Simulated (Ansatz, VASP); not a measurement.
Os: VASP beside Ansatz

```xyz
1
Lattice="0.0000 1.9353 1.9645 1.9353 0.0000 1.9645 1.9353 1.9353 0.0000" Properties=species:S:1:pos:R:3 pbc="T T T"
Os    0.0000    0.0000    0.0000
```

Change from the starting cell: z stretched by +1 % at fixed volume.

Alike in both runs: task single point; functional PBE; k mesh 14 × 14 × 14; occupations fermi-dirac, width 0.03 eV; no spin polarisation.

|  | VASP | Ansatz |
| --- | --- | --- |
| version | VASP 6.6.1 | Ansatz 0.2.0 |
| potentials or method | VASP PAW PBE potentials, release 64 (Os), cutoff 520 eV | all-electron LAPW, scalar-relativistic |

```csv
,VASP,Ansatz,Ansatz less VASP
pressure (GPa),-9.7,-9.4,+0.30
"traceless stress, the component that is largest in VASP (GPa)",-2.50,-2.51,-0.012
```

Ansatz ran all-electron here, and VASP with PAW potentials.

Neither program's run includes spin-orbit coupling.
